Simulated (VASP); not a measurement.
# Bi2Te3 (R-3m) in VASP: further runs, part 2 of 2

VASP 6.6.1. Earlier steps stand in the parts before.

## Step 4: Electric field gradients, PBEsol (zz strain of -2 %)

File INCAR:

```
SYSTEM = Bi2Te3
PREC = Accurate
ENCUT = 520
EDIFF = 1E-8
ISMEAR = -1
SIGMA = 0.08
LREAL = .False.
LASPH = .True.
NELM = 60
ALGO = Normal
ISIF = 2
LWAVE = .False.
LCHARG = .False.
GGA = PS
LEFG = .True.
NBANDS = 32
```

File KPOINTS:

```
Automatic mesh
0
Gamma
  7 7 7
  0 0 0
```

File POSCAR:

```
Bi2Te3
1.0
    2.1930005584      1.2661294627      9.9623566000
   -2.1930005584      1.2661294627      9.9623566000
    0.0000000000     -2.5322589254      9.9623566000
Bi Te
2 3
Direct
    0.4000000000      0.4000000000      0.4000000000
    0.6000000000      0.6000000000      0.6000000000
    0.0000000000      0.0000000000      0.0000000000
    0.2095000000      0.2095000000      0.2095000000
    0.7905000000      0.7905000000      0.7905000000
```

Potentials or basis: VASP PAW PBE potentials, release 64 (Bi_d, Te).

Launch:

```
$ cat potpaw_PBE.64/Bi_d/POTCAR potpaw_PBE.64/Te/POTCAR > POTCAR
$ mpirun -np 1 vasp_std > vasp.out
```

OUTCAR:

```text
SYSTEM = Bi2Te3
   PREC = Accurate
   ENCUT = 520
   EDIFF = 1E-8
   ISMEAR = -1
   LREAL = .False.
   LASPH = .True.
   NELM = 60
   ISIF = 2
   GGA = PS

 ion  position               nearest neighbor table
   1  0.400  0.400  0.400-   5 3.05   5 3.05   5 3.05   3 3.22   3 3.22   3 3.22
   2  0.600  0.600  0.600-   4 3.05   4 3.05   4 3.05   3 3.22   3 3.22   3 3.22
   3  0.000  0.000  0.000-   2 3.22   1 3.22   2 3.22   2 3.22   1 3.22   1 3.22
   4  0.209  0.209  0.209-   2 3.05   2 3.05   2 3.05   5 3.60   5 3.60   5 3.60
   5  0.791  0.791  0.791-   1 3.05   1 3.05   1 3.05   4 3.60   4 3.60   4 3.60

  LATTYP: Found a trigonal (rhomboedric) cell.
 ALAT       =    10.2791480333
 COS(alpha) =     0.9089681772

  Lattice vectors:

 A1 = (   2.1930005584,   1.2661294627,   9.9623566000)
 A2 = (  -2.1930005584,   1.2661294627,   9.9623566000)
 A3 = (   0.0000000000,  -2.5322589254,   9.9623566000)

Analysis of symmetry for initial positions (statically):
=====================================================================
 Subroutine PRICEL returns:
 Original cell was already a primitive cell.
[... 1050 lines left out ...]
      0.00000      0.00000     23.62573         0.000000      0.000000      0.073938
 -----------------------------------------------------------------------------------
    total drift:                               -0.000000     -0.000000     -0.000000

  FREE ENERGIE OF THE ION-ELECTRON SYSTEM (eV)
  ---------------------------------------------------
  free  energy   TOTEN  =       -20.2924746941 eV

  energy  without entropy=      -20.2904197702  energy(sigma->0) =      -20.29144723

 Electric field gradients (V/A^2)
---------------------------------------------------------------------
 ion       V_xx      V_yy      V_zz      V_xy      V_xz      V_yz
---------------------------------------------------------------------
   1      -7.732    -7.732    15.464     0.000     0.000     0.000
   2      -7.732    -7.732    15.464     0.000     0.000     0.000
   3     -37.384   -37.384    74.768     0.000    -0.000     0.000
   4       0.720     0.720    -1.440    -0.000    -0.000     0.000
   5       0.720     0.720    -1.440    -0.000    -0.000     0.000
---------------------------------------------------------------------

 Electric field gradients after diagonalization (V/A^2)
 (convention: |V_zz| > |V_xx| > |V_yy|)
----------------------------------------------------------------------
 ion       V_xx      V_yy      V_zz     asymmetry (V_yy - V_xx)/ V_zz
----------------------------------------------------------------------
   1      -7.732    -7.732    15.464       0.000
   2      -7.732    -7.732    15.464       0.000
   3     -37.384   -37.384    74.768       0.000
   4       0.720     0.720    -1.440       0.000
   5       0.720     0.720    -1.440       0.000
----------------------------------------------------------------------

           NMR quadrupolar parameters

 Cq : quadrupolar parameter    Cq=e*Q*V_zz/h
 eta: asymmetry parameters     (V_yy - V_xx)/ V_zz
 Q  : nuclear electric quadrupole moment in mb (millibarn)
----------------------------------------------------------------------
 ion       Cq(MHz)       eta       Q (mb)
----------------------------------------------------------------------
   1       0.037       0.000       1.000
   2       0.037       0.000       1.000
   3       0.181       0.000       1.000
   4      -0.003       0.000       1.000
   5      -0.003       0.000       1.000
----------------------------------------------------------------------
```

OSZICAR:

```text
N       E                     dE             d eps       ncg     rms          rms(c)
DAV:   1     0.433625948688E+03    0.43363E+03   -0.21697E+04  2816   0.146E+03
DAV:   2     0.271352929833E+02   -0.40649E+03   -0.39058E+03  2880   0.380E+02
DAV:   3    -0.185710217644E+02   -0.45706E+02   -0.43566E+02  3672   0.137E+02
DAV:   4    -0.204573026945E+02   -0.18863E+01   -0.18782E+01  3160   0.295E+01
DAV:   5    -0.205486460856E+02   -0.91343E-01   -0.91338E-01  4216   0.659E+00    0.819E+00
DAV:   6    -0.202946597717E+02    0.25399E+00   -0.31137E-01  3848   0.452E+00    0.587E+00
DAV:   7    -0.202954145684E+02   -0.75480E-03   -0.19990E-01  3568   0.206E+00    0.881E-01
DAV:   8    -0.202928625084E+02    0.25521E-02   -0.28383E-02  3192   0.103E+00    0.518E-01
DAV:   9    -0.202923705538E+02    0.49195E-03   -0.32595E-03  3416   0.372E-01    0.341E-01
DAV:  10    -0.202924747623E+02   -0.10421E-03   -0.76351E-04  3016   0.148E-01    0.630E-02
DAV:  11    -0.202924727250E+02    0.20374E-05   -0.50725E-05  3528   0.509E-02    0.284E-02
DAV:  12    -0.202924757016E+02   -0.29767E-05   -0.25348E-05  3544   0.201E-02    0.211E-02
DAV:  13    -0.202924748000E+02    0.90163E-06   -0.19083E-06  3040   0.734E-03    0.508E-03
DAV:  14    -0.202924748308E+02   -0.30812E-07   -0.51933E-07  3432   0.355E-03    0.129E-03
DAV:  15    -0.202924747765E+02    0.54346E-07   -0.15109E-07  2800   0.161E-03    0.117E-03
DAV:  16    -0.202924747256E+02    0.50867E-07   -0.11654E-08  2016   0.974E-04    0.311E-04
DAV:  17    -0.202924746931E+02    0.32524E-07   -0.36288E-09  1632   0.414E-04    0.147E-04
DAV:  18    -0.202924746941E+02   -0.10323E-08   -0.82264E-10  1584   0.235E-04
   1 F= -.20292475E+02 E0= -.20291447E+02  d E =-.205492E-02
```

Run time: 31 min. Hardware: 1 thread of Oxide Virtual Turin-like, shared host; peak memory 0.97 GiB.

Results:

```
Free energy                             : -20.2925 eV
Pressure                                : 0.5 GPa
Largest force                           : 0.074 eV/Å
Band gap on the k mesh                  : 0.16 eV
Largest electric field gradient by atom : Bi +15.5; Te +74.8, -1.4 (each value once) V/Å²
```

Forces on the atoms (eV/Å):
```
Bi   0.000  0.000 -0.015
Bi   0.000  0.000  0.015
Te   0.000  0.000  0.000
Te   0.000  0.000 -0.074
Te   0.000  0.000  0.074
```

Stress tensor (GPa, compression positive):
```
0.41 0.00 0.00
0.00 0.41 0.00
0.00 0.00 0.81
```

Electric field gradients, principal values (V/Å²):
```
atom    least   middle  greatest (by size)
1 Bi   -7.732   -7.732              15.464
2 Bi   -7.732   -7.732              15.464
3 Te  -37.384  -37.384              74.768
4 Te    0.720    0.720              -1.440
5 Te    0.720    0.720              -1.440
```

Caveat: the cell differs from its parent crystal (zz strain of -2 %); without QUAD_EFG the Cq values of the log hold for a quadrupole moment of 1 mb, not for the nuclei; the PAW data sets were made with another functional, which shifts forces and pressure a little; spin-orbit coupling is left out, which moves the levels of the heavy elements. A k mesh can miss the band edges.

## Step 5: Electric field gradients, PBEsol (zz strain of -1 %)

File INCAR:

```
PREC = Accurate ; ENCUT = 520
EDIFF = 1E-8 ; ISMEAR = -1
SIGMA = 0.08 ; LREAL = False
LASPH = True ; NELM = 80
ALGO = Normal ; ISIF = 2
LWAVE = False ; LCHARG = False
GGA = PS ; LEFG = True
NBANDS = 32
```

File KPOINTS:

```
regular mesh
0
Gamma
  7 7 7
```

POSCAR: that of step 4 with these lines changed.

```diff
@@ -2,5 +2,5 @@
 1.0
-    2.1930005584      1.2661294627      9.9623566000
-   -2.1930005584      1.2661294627      9.9623566000
-    0.0000000000     -2.5322589254      9.9623566000
+    2.1930005584      1.2661294627     10.0640133000
+   -2.1930005584      1.2661294627     10.0640133000
+    0.0000000000     -2.5322589254     10.0640133000
 Bi Te
```

Potentials or basis: VASP PAW PBE potentials, release 64 (Bi_d, Te).

Launch:

```
$ cat potpaw_PBE.64/Bi_d/POTCAR potpaw_PBE.64/Te/POTCAR > POTCAR
$ mpirun -np 1 vasp_std > vasp.out
```

OUTCAR:

```text
PREC = Accurate
   ENCUT = 520
   EDIFF = 1E-8
   ISMEAR = -1
   LREAL = False
   LASPH = True
   NELM = 80
   ISIF = 2
   GGA = PS

 ion  position               nearest neighbor table
   1  0.400  0.400  0.400-   5 3.06   5 3.06   5 3.06   3 3.23   3 3.23   3 3.23
   2  0.600  0.600  0.600-   4 3.06   4 3.06   4 3.06   3 3.23   3 3.23   3 3.23
   3  0.000  0.000  0.000-   2 3.23   1 3.23   2 3.23   2 3.23   1 3.23   1 3.23
   4  0.209  0.209  0.209-   2 3.06   2 3.06   2 3.06   5 3.62   5 3.62   5 3.62
   5  0.791  0.791  0.791-   1 3.06   1 3.06   1 3.06   4 3.62   4 3.62   4 3.62

  LATTYP: Found a trigonal (rhomboedric) cell.
 ALAT       =    10.3777020081
 COS(alpha) =     0.9106889720

  Lattice vectors:

 A1 = (   2.1930005584,   1.2661294627,  10.0640133000)
 A2 = (  -2.1930005584,   1.2661294627,  10.0640133000)
 A3 = (   0.0000000000,  -2.5322589254,  10.0640133000)

Analysis of symmetry for initial positions (statically):
=====================================================================
 Subroutine PRICEL returns:
 Original cell was already a primitive cell.

[... 1049 lines left out ...]
      0.00000      0.00000     23.86681         0.000000      0.000000     -0.011669
 -----------------------------------------------------------------------------------
    total drift:                               -0.000000     -0.000000     -0.000000

  FREE ENERGIE OF THE ION-ELECTRON SYSTEM (eV)
  ---------------------------------------------------
  free  energy   TOTEN  =       -20.2970946998 eV

  energy  without entropy=      -20.2952486474  energy(sigma->0) =      -20.29617167

 Electric field gradients (V/A^2)
---------------------------------------------------------------------
 ion       V_xx      V_yy      V_zz      V_xy      V_xz      V_yz
---------------------------------------------------------------------
   1     -10.499   -10.499    20.998     0.000     0.000     0.000
   2     -10.499   -10.499    20.998     0.000    -0.000     0.000
   3     -41.861   -41.861    83.722     0.000    -0.000     0.000
   4      -2.475    -2.475     4.949    -0.000     0.000     0.000
   5      -2.475    -2.475     4.949    -0.000    -0.000     0.000
---------------------------------------------------------------------

 Electric field gradients after diagonalization (V/A^2)
 (convention: |V_zz| > |V_xx| > |V_yy|)
----------------------------------------------------------------------
 ion       V_xx      V_yy      V_zz     asymmetry (V_yy - V_xx)/ V_zz
----------------------------------------------------------------------
   1     -10.499   -10.499    20.998       0.000
   2     -10.499   -10.499    20.998       0.000
   3     -41.861   -41.861    83.722       0.000
   4      -2.475    -2.475     4.949       0.000
   5      -2.475    -2.475     4.949       0.000
----------------------------------------------------------------------

           NMR quadrupolar parameters

 Cq : quadrupolar parameter    Cq=e*Q*V_zz/h
 eta: asymmetry parameters     (V_yy - V_xx)/ V_zz
 Q  : nuclear electric quadrupole moment in mb (millibarn)
----------------------------------------------------------------------
 ion       Cq(MHz)       eta       Q (mb)
----------------------------------------------------------------------
   1       0.051       0.000       1.000
   2       0.051       0.000       1.000
   3       0.202       0.000       1.000
   4       0.012       0.000       1.000
   5       0.012       0.000       1.000
----------------------------------------------------------------------
```

It took 31 min on 1 thread of Oxide Virtual Turin-like, shared host; peak memory 0.97 GiB.

What came out:

- Free energy: -20.2971 eV
- Pressure: 0.0 GPa
- Largest force: 0.012 eV/Å
- Band gap on the k mesh: 0.19 eV
- Largest electric field gradient by atom: Bi +21.0; Te +83.7, +4.9 (each value once) V/Å²

Forces on the atoms (eV/Å):
```
Bi   0.000  0.000  0.009
Bi   0.000  0.000 -0.009
Te   0.000  0.000  0.000
Te   0.000  0.000  0.012
Te   0.000  0.000 -0.012
```

Electric field gradients, principal values (V/Å²):
```tsv
atom	least	middle	greatest (by size)
1 Bi	-10.499	-10.499	20.998
2 Bi	-10.499	-10.499	20.998
3 Te	-41.861	-41.861	83.722
4 Te	-2.475	-2.475	4.949
5 Te	-2.475	-2.475	4.949
```

Caveat: the cell differs from its parent crystal (zz strain of -1 %); without QUAD_EFG the Cq values of the log hold for a quadrupole moment of 1 mb, not for the nuclei; the PAW data sets were made with another functional, which shifts forces and pressure a little; spin-orbit coupling is left out, which moves the levels of the heavy elements. A k mesh can miss the band edges.

## Step 6: Summary

| cell | gap on the mesh (eV) | pressure (GPa) | largest force (eV/Å) |
| --- | --- | --- | --- |
| a = 10.181 Å, angles 24.9°, 5 atoms | 0.12 | 1.2 | 0.16 |
| a = 10.279 Å, angles 24.6°, 5 atoms | 0.16 | 0.5 | 0.07 |
| a = 10.378 Å, angles 24.4°, 5 atoms | 0.19 | 0.0 | 0.01 |

Alike in all rows: task electric field gradients; level PBEsol; potentials or basis VASP PAW PBE potentials, release 64 (Bi_d, Te); no spin polarisation; k mesh 7 × 7 × 7; cutoff (eV) 520; smearing fermi-dirac 0.08 eV.

Caveats: the PAW data sets were made with another functional, which shifts forces and pressure a little; spin-orbit coupling is left out, which moves the levels of the heavy elements.

Absolute energies hang on the potentials; compare differences alone.
